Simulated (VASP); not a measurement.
# AlN (wurtzite type) (P6_3mc) in VASP: single point with PBE

Aim: the single point of AlN (wurtzite type) with PBE.

Everything below comes from runs of VASP 6.6.1. Logs are shortened: lines on timing, memory, paths and dates and some standing lists are left out, and cuts for length are marked.

**1. The cell of the first run**

The structure is hexagonal, space group P6_3mc (No. 186). The conventional cell has a = 3.130 Å, b = 3.130 Å, c = 5.018 Å, α = 90.00°, β = 90.00°, γ = 120.00°. Within 2.5 Å of Al (site symmetry 3m) lie 4 N at 1.90 to 1.91 Å. Within 2.5 Å of N (site symmetry 3m) lie 4 Al at 1.90 to 1.91 Å.

**2. Single point, PBE**

INCAR reads:

```
ALGO     = Normal         # electronic algorithm
EDIFF    = 1E-6           # SCF threshold, eV
ENCUT    = 520            # plane-wave cutoff, eV
GGA      = PE             # functional
ISIF     = 2              # what is computed and relaxed
ISMEAR   = -1             # smearing method
ISYM     = 0            
LASPH    = True           # aspherical terms in the spheres
LCHARG   = False          # write CHGCAR
LREAL    = False          # projectors in reciprocal space
LWAVE    = False          # write WAVECAR
NBANDS   = 16             # bands
NELM     = 100            # most SCF steps
PREC     = Accurate       # precision mode
SIGMA    = 0.02           # smearing width, eV
```

KPOINTS reads:

```
k-points
0
Gamma
  12 12 7
```

POSCAR reads:

```
AlN
1.0
    3.1301108901     -0.0000011662      0.0000000115
   -1.5650564550      2.7107591981     -0.0000000053
    0.0000000187      0.0000000008      5.0179903169
Al N
2 2
Direct
    0.3339684937      0.6679907801     -0.0021003329
    0.6672999845      0.3346552143      0.4978993610
    0.3339705405      0.6679890612      0.3794332589
    0.6672960945      0.3346468447      0.8794331637
```

Potentials or basis: VASP PAW PBE potentials, release 64 (Al, N).

Started as:

```sh
$ cat potpaw_PBE.64/Al/POTCAR potpaw_PBE.64/N/POTCAR > POTCAR
$ mpirun -np 1 vasp_std > vasp.out
```

OUTCAR:

```text
EDIFF = 1E-6
   ENCUT = 520
   GGA = PE
   ISIF = 2
   ISMEAR = -1
   ISYM = 0
   LASPH = True
   LREAL = False
   NELM = 100
   PREC = Accurate

 ion  position               nearest neighbor table
   1  0.334  0.668  0.998-   4 1.90   4 1.90   4 1.90   3 1.91   2 3.09   2 3.09   2 3.09   2 3.09
                             2 3.09   2 3.09
   2  0.667  0.335  0.498-   3 1.90   3 1.90   3 1.90   4 1.91   1 3.09   1 3.09   1 3.09   1 3.09
                             1 3.09   1 3.09
   3  0.334  0.668  0.379-   2 1.90   2 1.90   2 1.90   1 1.91
   4  0.667  0.335  0.879-   1 1.90   1 1.90   1 1.90   2 1.91

IMPORTANT INFORMATION: All symmetrisations will be switched off!
NOSYMM: (Re-)initialisation of all symmetry stuff for point group C_1.

----------------------------------------------------------------------------------------

                                     Primitive cell

  volume of cell :      42.5775

  direct lattice vectors                    reciprocal lattice vectors
     3.130110890 -0.000001166  0.000000012     0.319477568  0.184450331 -0.000000001
    -1.565056455  2.710759198 -0.000000005     0.000000137  0.368900423 -0.000000000
     0.000000019  0.000000001  5.017990317    -0.000000001 -0.000000000  0.199282967

  length of vectors
     3.130110890  3.130114557  5.017990317     0.368900855  0.368900423  0.199282967

  position of ions in fractional coordinates (direct lattice)
     0.333968494  0.667990780  0.997899667
     0.667299984  0.334655214  0.497899361
     0.333970540  0.667989061  0.379433259
     0.667296095  0.334646845  0.879433164

  ion indices of the primitive-cell ions
   primitive index   ion index
                 1           1
                 2           2
                 3           3
                 4           4

----------------------------------------------------------------------------------------

 KPOINTS: k-points

Automatic generation of k-mesh.
 Grid dimensions read from file:
 generate k-points for:   12   12    7

 Generating k-lattice:

  Cartesian coordinates                     Fractional coordinates (reciprocal lattice)
     0.026623131  0.015370861 -0.000000000     0.083333333  0.000000000  0.000000000
     0.000000011  0.030741702 -0.000000000    -0.000000000  0.083333333  0.000000000
    -0.000000000 -0.000000000  0.028468995    -0.000000000  0.000000000  0.142857143

  Length of vectors
     0.030741738  0.030741702  0.028468995

  Shift w.r.t. Gamma in fractional coordinates (k-lattice)
     0.000000000  0.000000000  0.000000000

[... 51 lines left out ...]
   LREAL  =      F    real-space projection
   EDIFFG = 0.1E-04   stopping-criterion for IOM
   NSW    =      0    number of steps for IOM
   IBRION =     -1    ionic relax: 0-MD 1-quasi-New 2-CG
   NFREE  =      0    steps in history (QN), initial steepest desc. (CG)
   ISIF   =      2    stress and relaxation
   ISYM   =      0    0-nonsym 1-usesym 2-fastsym
   POTIM  = 0.5000    time-step for ionic-motion
   TEBEG  =    0.0;   TEEND  =   0.0 temperature during run
   PSTRESS=    0.0 pullay stress
   NELECT =      16.0000    total number of electrons
   NUPDOWN=      -1.0000    fix difference up-down
   EMIN   =  10.00;   EMAX   =-10.00  energy-range for DOS
   EFERMI =   0.00;   METHOD = LEGACY
   ISMEAR =    -1;   SIGMA  =   0.02  broadening in eV -4-tet -1-fermi 0-gaus
   EFERMI_NEDOS =   21; number of points for ismear=-14 and -15
   IALGO  =     38    algorithm
   IMIX   =      4    mixing-type and parameters
     AMIX     =   0.40;   BMIX     =  1.00
     AMIX_MAG =   1.60;   BMIX_MAG =  1.00
  volume/ion in A,a.u.               =      10.64        71.83
  Fermi-wavevector in a.u.,A,eV,Ry     =   1.181376  2.232476 18.988951  1.395649
  Thomas-Fermi vector in A             =   2.317650
   LORBIT       =      0    0 simple, 1 ext, 2 COOP (PROOUT), +10 PAW based schemes
   GGA     = PE    functional components
   LHFCALC =     F    Hartree Fock is set to
   AEXX    =    0.0000 exact exchange contribution
   IVDW    =     0    specifies the selected vdW correction
   LEPSILON=     F    determine dielectric tensor
   LRPA    =     F    only Hartree local field effects (RPA)
 non-spin polarized calculation
  energy-cutoff  :      520.00
  volume of cell :       42.58
 maximum number of plane-waves:      1164
   NGX = 11   NGY = 11   NGZ = 19

 number of electron      15.9999998 magnetization

 Free energy of the ion-electron system (eV)
  ---------------------------------------------------
  ext. energy  EPLUGINS =         0.00000000
  ---------------------------------------------------
  free energy    TOTEN  =       -29.78050939 eV

  energy without entropy =      -29.78050939  energy(sigma->0) =      -29.78050939

 E-fermi :   6.3210     XC(G=0): -10.8272

 val. band max:        5.9647109813   @ k =   0.0000   0.0000   0.0000
 cond. band min:      10.0088051132   @ k =   0.0000   0.0000   0.0000
 fundamental gap:      4.0440941319
 Fermi energy:         6.3210449467

 k-point     1 :       0.0000    0.0000    0.0000
  band No.  band energies     occupation
      1      -9.1030      2.00000
      2      -7.0202      2.00000
      3       0.0591      2.00000
      4       5.1197      2.00000
      5       5.1198      2.00000
      6       5.7622      2.00000
[... 433 lines left out ...]
      3       0.7666      2.00000
      4       3.1373      2.00000
      5       3.6311      2.00000
      6       4.6486      2.00000
[... 8 lines left out ...]
     15      18.3426      0.00000
     16      18.9934      0.00000

 [... further k-points ...]

------------------------ aborting loop because EDIFF is reached ----------------------------------------

  FORCE on cell =-STRESS in cart. coord.  units (eV):
  Direction    XX          YY          ZZ          XY          YZ          ZX
  --------------------------------------------------------------------------------------
  -------------------------------------------------------------------------------------
  Total       -0.0681090     -0.0676452     -0.0541542     -0.0000803     -0.0001322      0.0000483
  in kB       -2.5629197     -2.5454640     -2.0378021     -0.0030233     -0.0049729      0.0018190
  external PRESSURE =      -2.3820619 kB  Pullay stress =       0.0000000 kB

 VOLUME and BASIS-vectors are now :
 -----------------------------------------------------------------------------
  energy-cutoff  :      520.00
  volume of cell :       42.58
      direct lattice vectors                 reciprocal lattice vectors
     3.130110890 -0.000001166  0.000000012     0.319477568  0.184450331 -0.000000001
    -1.565056455  2.710759198 -0.000000005     0.000000137  0.368900423 -0.000000000
     0.000000019  0.000000001  5.017990317    -0.000000001 -0.000000000  0.199282967

 POSITION                                       TOTAL-FORCE (eV/Angst)
 -----------------------------------------------------------------------------------
     -0.00008      1.81076      5.00745         0.000001     -0.000365      0.000615
      1.56497      0.90717      2.49845         0.000142     -0.000017      0.000659
     -0.00008      1.81076      1.90399        -0.000158     -0.000021     -0.000643
      1.56497      0.90715      4.41299         0.000016      0.000403     -0.000631
 -----------------------------------------------------------------------------------
    total drift:                                0.000000     -0.000010      0.000473

  FREE ENERGIE OF THE ION-ELECTRON SYSTEM (eV)
  ---------------------------------------------------
  free  energy   TOTEN  =       -29.7805093909 eV

  energy  without entropy=      -29.7805093909  energy(sigma->0) =      -29.78050939
```

Wall time 2.4 min (1 thread of Intel Xeon Platinum 8488C (Sapphire Rapids), shared host); peak memory 0.38 GiB.

Results:

| Item | Value |
| --- | --- |
| Free energy | -29.7805 eV |
| Pressure | -0.2 GPa |
| Band gap on the k mesh | 4.04 eV |

Levels at points of the mesh, in eV from the valence-band top:
```
           k point  band 6  band 7  band 8  band 9  band 10  band 11
(0.00, 0.00, 0.00)   -0.20   -0.20    0.00    4.04     6.51    10.46
(0.50, 0.00, 0.00)   -2.05   -1.74   -0.68    5.76     5.76     8.02
(0.00, 0.50, 0.00)   -2.05   -1.74   -0.68    5.76     5.76     8.02
(0.50, 0.50, 0.00)   -2.05   -1.74   -0.68    5.76     5.76     8.02
```

A k mesh can miss the band edges.
